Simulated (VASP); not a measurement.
# CdF2 (Fmmm) in VASP: further runs

CdF2 is run at these levels: PBE; tasks: single point.

All numbers are computed with VASP 6.6.1; they aren't measurements. Logs are shortened: lines on timing, memory, paths and dates and some standing lists are left out, and cuts for length are marked.

### 1 The cell of the first run

The structure is orthorhombic, space group Fmmm (No. 69). The conventional cell has a = 5.172 Å, b = 5.388 Å, c = 5.604 Å, α = 90.00°, β = 90.00°, γ = 90.00°. Cd (site symmetry mmm) has 8 F at 2.33 Å within 3.1 Å. Within 3.1 Å of F (site symmetry 222) lie 4 Cd at 2.33 Å and 6 F at 2.59 to 2.80 Å.

### 2 Single point, PBE (strain -0.0400 x Voigt [1, -1, 0, 0, 0, 0])

Contents of INCAR:

```
PREC = Accurate
ENCUT = 520
EDIFF = 1E-7
ISMEAR = 0
SIGMA = 0.05
LREAL = False
LASPH = True
NELM = 100
ALGO = Normal
ISIF = 2
LWAVE = False
LCHARG = False
GGA = PE
NBANDS = 20
```

Contents of KPOINTS:

```
Automatic mesh
0
Gamma
  8 8 8
```

Contents of POSCAR:

```
CdF2
1.0
    0.0000000000      2.8017600000      2.6940000000
    2.5862400000      0.0000000000      2.6940000000
    2.5862400000      2.8017600000      0.0000000000
Cd F
1 2
Direct
    0.0000000000      0.0000000000      0.0000000000
    0.2500000000      0.2500000000      0.2500000000
    0.7500000000      0.7500000000      0.7500000000
```

Potentials or basis: VASP PAW PBE potentials, release 64 (Cd, F).

Command:

```bash
> cat potpaw_PBE.64/Cd/POTCAR potpaw_PBE.64/F/POTCAR > POTCAR
> mpirun -np 1 vasp_std > vasp.out
```

OUTCAR:

```text
PREC = Accurate
   ENCUT = 520
   EDIFF = 1E-7
   ISMEAR = 0
   LREAL = False
   LASPH = True
   NELM = 100
   ISIF = 2
   GGA = PE

 ion  position               nearest neighbor table
   1  0.000  0.000  0.000-   3 2.33   3 2.33   3 2.33   2 2.33   3 2.33   2 2.33   2 2.33   2 2.33

   2  0.250  0.250  0.250-   1 2.33   1 2.33   1 2.33   1 2.33
   3  0.750  0.750  0.750-   1 2.33   1 2.33   1 2.33   1 2.33

  LATTYP: Found a face centered orthorhombic cell.
 ALAT       =     5.1724800000
 B/A-ratio  =     1.0416666667
 C/A-ratio  =     1.0833333333

  Lattice vectors:

 A1 = (   0.0000000000,   2.8017600000,  -2.6940000000)
 A2 = (   2.5862400000,   2.8017600000,   0.0000000000)
 A3 = (   2.5862400000,   0.0000000000,  -2.6940000000)

Analysis of symmetry for initial positions (statically):
=====================================================================
 Subroutine PRICEL returns:
 Original cell was already a primitive cell.

 Routine SETGRP: Setting up the symmetry group for a
 face centered orthorhombic supercell.

 Subroutine GETGRP returns: Found  8 space group operations
 (whereof  8 operations were pure point group operations)
 out of a pool of  8 trial point group operations.

The static configuration has the point symmetry D_2h.

Analysis of symmetry for dynamics (positions and initial velocities):
=====================================================================
 Subroutine PRICEL returns:
 Original cell was already a primitive cell.

 Routine SETGRP: Setting up the symmetry group for a
 face centered orthorhombic supercell.

 Subroutine GETGRP returns: Found  8 space group operations
 (whereof  8 operations were pure point group operations)
 out of a pool of  8 trial point group operations.

The dynamic configuration has the point symmetry D_2h.

 Subroutine INISYM returns: Found  8 space group operations
 (whereof  8 operations are pure point group operations),
 and found     1 'primitive' translations

----------------------------------------------------------------------------------------

                                     Primitive cell

  volume of cell :      39.0416

  direct lattice vectors                    reciprocal lattice vectors
     0.000000000  2.801760000  2.694000000    -0.193330859  0.178459254  0.185597624
     2.586240000  0.000000000  2.694000000     0.193330859 -0.178459254  0.185597624
     2.586240000  2.801760000  0.000000000     0.193330859  0.178459254 -0.185597624

  length of vectors
     3.886836130  3.734470958  3.812938032     0.321979820  0.321979820  0.321979820

  position of ions in fractional coordinates (direct lattice)
     0.000000000  0.000000000  0.000000000
     0.250000000  0.250000000  0.250000000
     0.750000000  0.750000000  0.750000000

  ion indices of the primitive-cell ions
   primitive index   ion index
                 1           1
                 2           2
                 3           3

----------------------------------------------------------------------------------------

 KPOINTS: Automatic mesh

Automatic generation of k-mesh.
 Grid dimensions read from file:
 generate k-points for:    8    8    8

 Generating k-lattice:

  Cartesian coordinates                     Fractional coordinates (reciprocal lattice)
    -0.024166357  0.022307407  0.023199703     0.125000000  0.000000000 -0.000000000
     0.024166357 -0.022307407  0.023199703     0.000000000  0.125000000  0.000000000
     0.024166357  0.022307407 -0.023199703    -0.000000000  0.000000000  0.125000000

  Length of vectors
     0.040247478  0.040247478  0.040247478

  Shift w.r.t. Gamma in fractional coordinates (k-lattice)
     0.000000000  0.000000000  0.000000000

 Subroutine IBZKPT returns following result:
 ===========================================

 Found     95 irreducible k-points:

 Following reciprocal coordinates:
            Coordinates               Weight
  0.000000  0.000000  0.000000      1.000000
  0.125000  0.000000  0.000000      8.000000
  0.250000  0.000000  0.000000      8.000000
  0.375000  0.000000  0.000000      8.000000
  0.500000  0.000000  0.000000      4.000000
  0.125000  0.125000  0.000000      2.000000
[... 16 lines left out ...]
  0.250000  0.000000  0.125000      8.000000
  0.375000  0.000000  0.125000      8.000000
 [... further k-points ...]
   k-points           NKPTS =     95   k-points in BZ     NKDIM =     95   number of bands    NBANDS=     20
   number of dos      NEDOS =    301   number of ions     NIONS =      3
   total plane-waves  NPLWV =  23520
   dimension x,y,z NGX =    30 NGY =   28 NGZ =   28
   dimension x,y,z NGXF=    60 NGYF=   56 NGZF=   56
   ions per type =               1   2
   NGX,Y,Z   is equivalent  to a cutoff of  12.83, 12.46, 12.21 a.u.
   NGXF,Y,Z  is equivalent  to a cutoff of  25.66, 24.93, 24.42 a.u.
 SYSTEM =  unknown system
   PREC   = accura    normal or accurate (medium, high low for compatibility)
   ISTART =      0    job   : 0-new  1-cont  2-samecut
   ICHARG =      2    charge: 1-file 2-atom 10-const
   ISPIN  =      1    spin polarized calculation?
   LNONCOLLINEAR =      F non collinear calculations
   LSORBIT =      F    spin-orbit coupling
   LASPH  =      T    aspherical Exc in radial PAW
   ENCUT  =  520.0 eV  38.22 Ry    6.18 a.u.   7.23  6.94  7.09*2*pi/ulx,y,z
   NELM   =    100;   NELMIN=  2; NELMDL= -5     # of ELM steps
   EDIFF  = 0.1E-06   stopping-criterion for ELM
   LREAL  =      F    real-space projection
   EDIFFG = 0.1E-05   stopping-criterion for IOM
   NSW    =      0    number of steps for IOM
   IBRION =     -1    ionic relax: 0-MD 1-quasi-New 2-CG
   NFREE  =      0    steps in history (QN), initial steepest desc. (CG)
   ISIF   =      2    stress and relaxation
   ISYM   =      2    0-nonsym 1-usesym 2-fastsym
   POTIM  = 0.5000    time-step for ionic-motion
   TEBEG  =    0.0;   TEEND  =   0.0 temperature during run
   PSTRESS=    0.0 pullay stress
   NELECT =      26.0000    total number of electrons
   NUPDOWN=      -1.0000    fix difference up-down
   EMIN   =  10.00;   EMAX   =-10.00  energy-range for DOS
   EFERMI =   0.00;   METHOD = LEGACY
   ISMEAR =     0;   SIGMA  =   0.05  broadening in eV -4-tet -1-fermi 0-gaus
   EFERMI_NEDOS =   21; number of points for ismear=-14 and -15
   IALGO  =     38    algorithm
   IMIX   =      4    mixing-type and parameters
     AMIX     =   0.40;   BMIX     =  1.00
     AMIX_MAG =   1.60;   BMIX_MAG =  1.00
  volume/ion in A,a.u.               =      13.01        87.82
  Fermi-wavevector in a.u.,A,eV,Ry     =   1.429629  2.701608 27.808138  2.043840
  Thomas-Fermi vector in A             =   2.549562
   LORBIT       =      0    0 simple, 1 ext, 2 COOP (PROOUT), +10 PAW based schemes
   GGA     = PE    functional components
   LHFCALC =     F    Hartree Fock is set to
   AEXX    =    0.0000 exact exchange contribution
   IVDW    =     0    specifies the selected vdW correction
   LEPSILON=     F    determine dielectric tensor
   LRPA    =     F    only Hartree local field effects (RPA)
 non-spin polarized calculation
 Gauss-broadening in eV      SIGMA  =   0.05
  energy-cutoff  :      520.00
  volume of cell :       39.04
 maximum number of plane-waves:      1070
 NGX is ok and might be reduce to    30
   NGX = 15   NGY = 13   NGZ = 15

 number of electron      25.9999998 magnetization

 Free energy of the ion-electron system (eV)
  ---------------------------------------------------
  ext. energy  EPLUGINS =         0.00000000
  ---------------------------------------------------
  free energy    TOTEN  =       -10.81436175 eV

  energy without entropy =      -10.81436175  energy(sigma->0) =      -10.81436175

 E-fermi :  -0.9647     XC(G=0): -10.4243

 val. band max:       -1.1969995064   @ k =  -0.3750   0.5000   0.1250
 cond. band min:       1.7319201517   @ k =   0.0000   0.0000   0.0000
 fundamental gap:      2.9289196581
 Fermi energy:        -0.9647260271

 k-point     1 :       0.0000    0.0000    0.0000
  band No.  band energies     occupation
      1     -22.1000      2.00000
      2     -20.9668      2.00000
      3      -6.9345      2.00000
      4      -6.9037      2.00000
      5      -6.8933      2.00000
      6      -5.7362      2.00000
[... 12 lines left out ...]
     19      17.8667      0.00000
     20      19.4486      0.00000

 k-point     2 :       0.1250    0.0000    0.0000
  band No.  band energies     occupation
      1     -22.0495      2.00000
      2     -21.0123      2.00000
      3      -6.8697      2.00000
      4      -6.8365      2.00000
      5      -6.7445      2.00000
      6      -5.7511      2.00000
[... 12 lines left out ...]
     19      17.5142      0.00000
     20      18.9736      0.00000

 k-point     3 :       0.2500    0.0000    0.0000
  band No.  band energies     occupation
      1     -21.9119      2.00000
      2     -21.1355      2.00000
      3      -6.7465      2.00000
      4      -6.6898      2.00000
      5      -6.3073      2.00000
      6      -5.7543      2.00000
[... 12 lines left out ...]
     19      18.1107      0.00000
     20      18.3386      0.00000

 k-point     4 :       0.3750    0.0000    0.0000
  band No.  band energies     occupation
      1     -21.7223      2.00000
      2     -21.3080      2.00000
      3      -6.6541      2.00000
      4      -6.5634      2.00000
      5      -5.7596      2.00000
      6      -5.7191      2.00000
[... 12 lines left out ...]
     19      17.5085      0.00000
     20      17.8325      0.00000

 k-point     5 :       0.5000    0.0000    0.0000
  band No.  band energies     occupation
      1     -21.5484      2.00000
      2     -21.4741      2.00000
      3      -6.6287      2.00000
      4      -6.5230      2.00000
      5      -5.6829      2.00000
      6      -5.6309      2.00000
[... 12 lines left out ...]
     19      17.2872      0.00000
     20      17.4536      0.00000
[... 353 lines left out ...]
      6      -5.6201      2.00000
[... 12 lines left out ...]
     19      18.1955      0.00000
     20      20.3115      0.00000

 k-point    22 :       0.1250    0.0000    0.1250
  band No.  band energies     occupation
      1     -22.0465      2.00000
      2     -21.0109      2.00000
      3      -6.8090      2.00000
      4      -6.8066      2.00000
      5      -6.7436      2.00000
      6      -5.8134      2.00000
[... 12 lines left out ...]
     19      18.0303      0.00000
     20      19.4844      0.00000

 k-point    23 :       0.2500    0.0000    0.1250
  band No.  band energies     occupation
      1     -21.9530      2.00000
      2     -21.0908      2.00000
      3      -6.7080      2.00000
      4      -6.6774      2.00000
      5      -6.3993      2.00000
      6      -5.8860      2.00000
[... 12 lines left out ...]
     19      19.0304      0.00000
     20      19.3883      0.00000

 k-point    24 :       0.3750    0.0000    0.1250
  band No.  band energies     occupation
      1     -21.7962      2.00000
      2     -21.2298      2.00000
      3      -6.6076      2.00000
      4      -6.5346      2.00000
      5      -5.9075      2.00000
      6      -5.8417      2.00000
[... 12 lines left out ...]
     19      18.3860      0.00000
     20      19.3511      0.00000

 [... further k-points ...]
[... 5 lines left out ...]
  --------------------------------------------------------------------------------------
  -------------------------------------------------------------------------------------
  Total        2.6265931      0.4923371      1.5054165      0.0000000      0.0000000      0.0000000
  in kB      107.7893960     20.2043940     61.7788637      0.0000000      0.0000000      0.0000000
  external PRESSURE =      63.2575512 kB  Pullay stress =       0.0000000 kB

 VOLUME and BASIS-vectors are now :
 -----------------------------------------------------------------------------
  energy-cutoff  :      520.00
  volume of cell :       39.04
      direct lattice vectors                 reciprocal lattice vectors
     0.000000000  2.801760000  2.694000000    -0.193330859  0.178459254  0.185597624
     2.586240000  0.000000000  2.694000000     0.193330859 -0.178459254  0.185597624
     2.586240000  2.801760000  0.000000000     0.193330859  0.178459254 -0.185597624

 POSITION                                       TOTAL-FORCE (eV/Angst)
 -----------------------------------------------------------------------------------
      0.00000      0.00000      0.00000        -0.000000     -0.000000     -0.000000
      1.29312      1.40088      1.34700         0.000000      0.000000      0.000000
      3.87936      4.20264      4.04100        -0.000000     -0.000000     -0.000000
 -----------------------------------------------------------------------------------
    total drift:                                0.000000     -0.000000      0.000000

  FREE ENERGIE OF THE ION-ELECTRON SYSTEM (eV)
  ---------------------------------------------------
  free  energy   TOTEN  =       -10.8143617501 eV

  energy  without entropy=      -10.8143617501  energy(sigma->0) =      -10.81436175
```

Wall time 35 s (1 thread of AMD EPYC 9R45 (Zen 5), shared host); peak memory 0.17 GiB.

Results:

- Free energy: -10.8144 eV
- Pressure: 6.3 GPa
- Band gap on the k mesh: 2.93 eV (least direct gap 3.42 eV)

Stress tensor (GPa, compression positive):
```
10.78  0.00  0.00
 0.00  2.02  0.00
 0.00  0.00  6.18
```

Levels at points of the mesh, in eV from the valence-band top:
| k point | band 10 | band 11 | band 12 | band 13 | band 14 | band 15 | band 16 | band 17 |
| --- | --- | --- | --- | --- | --- | --- | --- | --- |
| (0.00, 0.00, 0.00) | -0.73 | -0.70 | -0.60 | -0.49 | 2.93 | 12.52 | 12.63 | 12.75 |
| (0.50, 0.00, 0.00) | -2.00 | -1.83 | -0.51 | -0.48 | 7.05 | 8.99 | 14.18 | 14.67 |
| (0.50, 0.50, 0.00) | -2.92 | -0.57 | -0.29 | -0.01 | 7.91 | 9.47 | 11.82 | 13.72 |
| (0.50, 0.00, 0.50) | -2.91 | -0.78 | -0.20 | -0.03 | 7.90 | 9.66 | 11.88 | 14.14 |
| (0.00, 0.50, 0.50) | -3.07 | -0.32 | -0.28 | -0.16 | 7.77 | 9.45 | 11.89 | 13.73 |

Caveat: the cell differs from its parent crystal (strain -0.0400 x Voigt [1, -1, 0, 0, 0, 0]); the cell stands under pressure. A k mesh can miss the band edges.

### 3 Single point, PBE (strain +0.0250 x Voigt [1, -1, 0, 0, 0, 0])

Contents of INCAR:

```
  PREC = Accurate
  ENCUT = 520
  EDIFF = 1E-6
  ISMEAR = 0
  SIGMA = 0.05
  LREAL = F
  LASPH = T
  NELM = 60
  ALGO = Normal
  ISIF = 2
  LWAVE = F
  LCHARG = F
  GGA = PE
  NBANDS = 20
```

KPOINTS is that of step 2.

Contents of POSCAR:

```
CdF2
1.0
    0.0000000000      2.6266500000      2.6940000000
    2.7613500000      0.0000000000      2.6940000000
    2.7613500000      2.6266500000      0.0000000000
Cd F
1 2
Direct
    0.0000000000      0.0000000000      0.0000000000
    0.2500000000      0.2500000000      0.2500000000
    0.7500000000      0.7500000000      0.7500000000
```

Potentials or basis: VASP PAW PBE potentials, release 64 (Cd, F).

Command:

```bash
> cat potpaw_PBE.64/Cd/POTCAR potpaw_PBE.64/F/POTCAR > POTCAR
> mpirun -np 1 vasp_std > vasp.out
```

Wall time 37 s (1 thread of AMD EPYC 9R45 (Zen 5), shared host); peak memory 0.17 GiB.

It converged, with:

* Free energy: -10.8419 eV
* Pressure: 6.3 GPa
* Band gap on the k mesh: 3.01 eV (least direct gap 3.48 eV)

Stress tensor (GPa, compression positive):
```
3.58 0.00 0.00
0.00 8.99 0.00
0.00 0.00 6.20
```

Levels at points of the mesh, in eV from the valence-band top:
| k point | band 11 | band 12 | band 13 | band 14 | band 15 | band 16 |
| --- | --- | --- | --- | --- | --- | --- |
| (0.00, 0.00, 0.00) | -0.63 | -0.54 | -0.48 | 3.01 | 12.60 | 12.67 |
| (0.50, 0.00, 0.00) | -1.82 | -0.45 | -0.43 | 7.12 | 9.09 | 14.31 |
| (0.50, 0.50, 0.00) | -0.53 | -0.21 | -0.04 | 7.96 | 9.57 | 11.88 |
| (0.50, 0.00, 0.50) | -0.38 | -0.20 | -0.12 | 7.89 | 9.54 | 11.91 |
| (0.00, 0.50, 0.50) | -0.67 | -0.14 | -0.04 | 7.97 | 9.67 | 11.90 |

Caveat: the cell differs from its parent crystal (strain +0.0250 x Voigt [1, -1, 0, 0, 0, 0]); the cell stands under pressure. A k mesh can miss the band edges.
